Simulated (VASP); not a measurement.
# TiN (rocksalt type) (Fm-3m) in VASP: notebook

The runs below take TiN (rocksalt type) through single point, with LDA.

All numbers are computed with VASP 6.6.1; they aren't measurements. Logs are shortened: lines on timing, memory, paths and dates and some standing lists are left out, and cuts for length are marked.

## (1) The cell of the first run

It takes space group Fm-3m (No. 225, cubic). Conventional cell: a = 3.873 Å, b = 3.873 Å, c = 3.873 Å, α = 90.00°, β = 90.00°, γ = 90.00°. Ti (site symmetry m-3m) has 6 N at 1.94 Å within 2.6 Å. N (site symmetry m-3m) has 6 Ti at 1.94 Å within 2.6 Å.

## (2) Single point, LDA (volume scaled by 0.8)

The input, INCAR:

```
ALGO     = Normal         # electronic algorithm
EDIFF    = 1E-6           # SCF threshold, eV
ENCUT    = 520            # plane-wave cutoff, eV
ISIF     = 2              # what is computed and relaxed
ISMEAR   = -1             # smearing method
LASPH    = True           # aspherical terms in the spheres
LCHARG   = True           # write CHGCAR
LELF     = True           # ELF
LREAL    = False          # projectors in reciprocal space
LVHAR    = True         
LWAVE    = False          # write WAVECAR
NBANDS   = 16             # bands
NELM     = 80             # most SCF steps
PREC     = Accurate       # precision mode
SIGMA    = 0.08           # smearing width, eV
```

The input, KPOINTS:

```
k-points
0
Gamma
  17 17 17
```

The input, POSCAR:

```
TiN
1.0
    0.0000000000      1.9363514904      1.9363514904
    1.9363514904      0.0000000000      1.9363514904
    1.9363514904      1.9363514904      0.0000000000
Ti N
1 1
Direct
    0.0000000000      0.0000000000      0.0000000000
    0.5000000000      0.5000000000      0.5000000000
```

Potentials or basis: VASP PAW LDA potentials, release 64 (Ti_sv, N).

Command:

```
> cat potpaw_LDA.64/Ti_sv/POTCAR potpaw_LDA.64/N/POTCAR > POTCAR
> mpirun -np 1 vasp_std > vasp.out
```

OUTCAR:

```text
EDIFF = 1E-6
   ENCUT = 520
   ISIF = 2
   ISMEAR = -1
   LASPH = True
   LREAL = False
   NELM = 80
   PREC = Accurate

 ion  position               nearest neighbor table
   1  0.000  0.000  0.000-   2 1.94   2 1.94   2 1.94   2 1.94   2 1.94   2 1.94
   2  0.500  0.500  0.500-   1 1.94   1 1.94   1 1.94   1 1.94   1 1.94   1 1.94

  LATTYP: Found a face centered cubic cell.
 ALAT       =     3.8727029808

  Lattice vectors:

 A1 = (   0.0000000000,   1.9363514904,   1.9363514904)
 A2 = (   1.9363514904,   0.0000000000,   1.9363514904)
 A3 = (   1.9363514904,   1.9363514904,   0.0000000000)

Analysis of symmetry for initial positions (statically):
=====================================================================
 Subroutine PRICEL returns:
 Original cell was already a primitive cell.

 Routine SETGRP: Setting up the symmetry group for a
 face centered cubic supercell.

 Subroutine GETGRP returns: Found 48 space group operations
 (whereof 48 operations were pure point group operations)
 out of a pool of 48 trial point group operations.

The static configuration has the point symmetry O_h .

Analysis of symmetry for dynamics (positions and initial velocities):
=====================================================================
 Subroutine PRICEL returns:
 Original cell was already a primitive cell.

 Routine SETGRP: Setting up the symmetry group for a
 face centered cubic supercell.

 Subroutine GETGRP returns: Found 48 space group operations
 (whereof 48 operations were pure point group operations)
 out of a pool of 48 trial point group operations.

The dynamic configuration has the point symmetry O_h .

 Subroutine INISYM returns: Found 48 space group operations
 (whereof 48 operations are pure point group operations),
 and found     1 'primitive' translations

----------------------------------------------------------------------------------------

                                     Primitive cell

  volume of cell :      14.5205

  direct lattice vectors                    reciprocal lattice vectors
     0.000000000  1.936351490  1.936351490    -0.258217582  0.258217582  0.258217582
     1.936351490  0.000000000  1.936351490     0.258217582 -0.258217582  0.258217582
     1.936351490  1.936351490  0.000000000     0.258217582  0.258217582 -0.258217582

  length of vectors
     2.738414539  2.738414539  2.738414539     0.447245972  0.447245972  0.447245972

  position of ions in fractional coordinates (direct lattice)
     0.000000000  0.000000000  0.000000000
     0.500000000  0.500000000  0.500000000
[... 77 lines left out ...]
   EDIFF  = 0.1E-05   stopping-criterion for ELM
   LREAL  =      F    real-space projection
   EDIFFG = 0.1E-04   stopping-criterion for IOM
   NSW    =      0    number of steps for IOM
   IBRION =     -1    ionic relax: 0-MD 1-quasi-New 2-CG
   NFREE  =      0    steps in history (QN), initial steepest desc. (CG)
   ISIF   =      2    stress and relaxation
   ISYM   =      2    0-nonsym 1-usesym 2-fastsym
   POTIM  = 0.5000    time-step for ionic-motion
   TEBEG  =    0.0;   TEEND  =   0.0 temperature during run
   PSTRESS=    0.0 pullay stress
   NELECT =      17.0000    total number of electrons
   NUPDOWN=      -1.0000    fix difference up-down
   EMIN   =  10.00;   EMAX   =-10.00  energy-range for DOS
   EFERMI =   0.00;   METHOD = LEGACY
   ISMEAR =    -1;   SIGMA  =   0.08  broadening in eV -4-tet -1-fermi 0-gaus
   EFERMI_NEDOS =   21; number of points for ismear=-14 and -15
   IALGO  =     38    algorithm
   IMIX   =      4    mixing-type and parameters
     AMIX     =   0.40;   BMIX     =  1.00
     AMIX_MAG =   1.60;   BMIX_MAG =  1.00
  volume/ion in A,a.u.               =       7.26        48.99
  Fermi-wavevector in a.u.,A,eV,Ry     =   1.725428  3.260587 40.505948  2.977103
  Thomas-Fermi vector in A             =   2.800931
   LORBIT       =      0    0 simple, 1 ext, 2 COOP (PROOUT), +10 PAW based schemes
   GGA     = CA    functional components
   LHFCALC =     F    Hartree Fock is set to
   AEXX    =    0.0000 exact exchange contribution
   IVDW    =     0    specifies the selected vdW correction
   LEPSILON=     F    determine dielectric tensor
   LRPA    =     F    only Hartree local field effects (RPA)
 non-spin polarized calculation
  energy-cutoff  :      520.00
  volume of cell :       14.52
 maximum number of plane-waves:       398
   NGX = 11   NGY = 11   NGZ = 11

 number of electron      16.9999997 magnetization

 Free energy of the ion-electron system (eV)
  ---------------------------------------------------
  ext. energy  EPLUGINS =         0.00000000
  ---------------------------------------------------
  free energy    TOTEN  =       -20.58236485 eV

  energy without entropy =      -20.57040921  energy(sigma->0) =      -20.57638703

 E-fermi :  15.2355     XC(G=0): -14.9250

 val. band max:       15.2320115097   @ k =  -0.1176   0.0588   0.0000
 cond. band min:      15.2388405132   @ k =  -0.1765   0.1176   0.0000
 fundamental gap:      0.0068290035
 Fermi energy:        15.2355464919

 k-point     1 :       0.0000    0.0000    0.0000
  band No.  band energies     occupation
      1     -41.6122      2.00000
      2     -17.5895      2.00000
      3     -17.5895      2.00000
      4     -17.5895      2.00000
      5      -3.1244      2.00000
      6      12.9545      2.00000
[... 433 lines left out ...]
      3     -17.6607      2.00000
      4     -17.5938      2.00000
      5      -2.4539      2.00000
      6      10.6631      2.00000
[... 8 lines left out ...]
     15      30.1222      0.00000
     16      37.6728      0.00000

 [... further k-points ...]

------------------------ aborting loop because EDIFF is reached ----------------------------------------

  FORCE on cell =-STRESS in cart. coord.  units (eV):
  Direction    XX          YY          ZZ          XY          YZ          ZX
  --------------------------------------------------------------------------------------
  -------------------------------------------------------------------------------------
  Total       10.4561136     10.4561136     10.4561136      0.0000000      0.0000000     -0.0000000
  in kB     1153.7143574   1153.7143574   1153.7143574      0.0000000      0.0000000     -0.0000000
  external PRESSURE =    1153.7143574 kB  Pullay stress =       0.0000000 kB

 VOLUME and BASIS-vectors are now :
 -----------------------------------------------------------------------------
  energy-cutoff  :      520.00
  volume of cell :       14.52
      direct lattice vectors                 reciprocal lattice vectors
     0.000000000  1.936351490  1.936351490    -0.258217582  0.258217582  0.258217582
     1.936351490  0.000000000  1.936351490     0.258217582 -0.258217582  0.258217582
     1.936351490  1.936351490  0.000000000     0.258217582  0.258217582 -0.258217582

 POSITION                                       TOTAL-FORCE (eV/Angst)
 -----------------------------------------------------------------------------------
      0.00000      0.00000      0.00000        -0.000000     -0.000000     -0.000000
      1.93635      1.93635      1.93635         0.000000      0.000000      0.000000
 -----------------------------------------------------------------------------------
    total drift:                                0.000000     -0.000000      0.000000

  FREE ENERGIE OF THE ION-ELECTRON SYSTEM (eV)
  ---------------------------------------------------
  free  energy   TOTEN  =       -20.5823648528 eV

  energy  without entropy=      -20.5704092064  energy(sigma->0) =      -20.57638703
```

OSZICAR:

```text
N       E                     dE             d eps       ncg     rms          rms(c)
DAV:   1     0.125519701477E+03    0.12552E+03   -0.82223E+03  5336   0.133E+03
DAV:   2    -0.191513453034E+02   -0.14467E+03   -0.13551E+03  5680   0.350E+02
DAV:   3    -0.252485820618E+02   -0.60972E+01   -0.60537E+01  6600   0.740E+01
DAV:   4    -0.253854551865E+02   -0.13687E+00   -0.13675E+00  6488   0.996E+00
DAV:   5    -0.253882508857E+02   -0.27957E-02   -0.27955E-02  6208   0.125E+00    0.271E+01
DAV:   6    -0.207254671661E+02    0.46628E+01   -0.10840E+01  7008   0.584E+01    0.962E+00
DAV:   7    -0.205766133717E+02    0.14885E+00   -0.10175E+00  6040   0.140E+01    0.827E+00
DAV:   8    -0.206134038733E+02   -0.36791E-01   -0.30299E-01  8576   0.702E+00    0.442E+00
DAV:   9    -0.205847582809E+02    0.28646E-01   -0.38600E-02  6728   0.330E+00    0.133E+00
DAV:  10    -0.205829716073E+02    0.17867E-02   -0.13619E-02  6024   0.156E+00    0.290E-01
DAV:  11    -0.205823672580E+02    0.60435E-03   -0.24298E-03  5288   0.502E-01    0.908E-02
DAV:  12    -0.205823669636E+02    0.29440E-06   -0.86334E-05  6496   0.113E-01    0.249E-02
DAV:  13    -0.205823653218E+02    0.16417E-05   -0.24657E-05  5928   0.785E-02    0.104E-02
DAV:  14    -0.205823648528E+02    0.46904E-06   -0.81263E-07  5216   0.119E-02
   1 F= -.20582365E+02 E0= -.20576387E+02  d E =-.119556E-01
```

stdout:

```text
POSCAR found type information on POSCAR TiN
 POSCAR found :  2 types and       2 ions
 scaLAPACK will be used
 LDA part: xc-table for (Slater(with rela. corr.)+CA(PZ))
 , standard interpolation
 POSCAR, INCAR and KPOINTS ok, starting setup
 FFT: planning ... GRIDC
 FFT: planning ... GRID_SOFT
 FFT: planning ... GRID
 WAVECAR not read
 entering main loop
```

It took 43 s on 1 thread of Intel Xeon 6975P-C, shared host; peak memory 0.15 GiB.

Results:

* Free energy: -20.5824 eV
* Pressure: 115.4 GPa

[end of part 1 of 3]
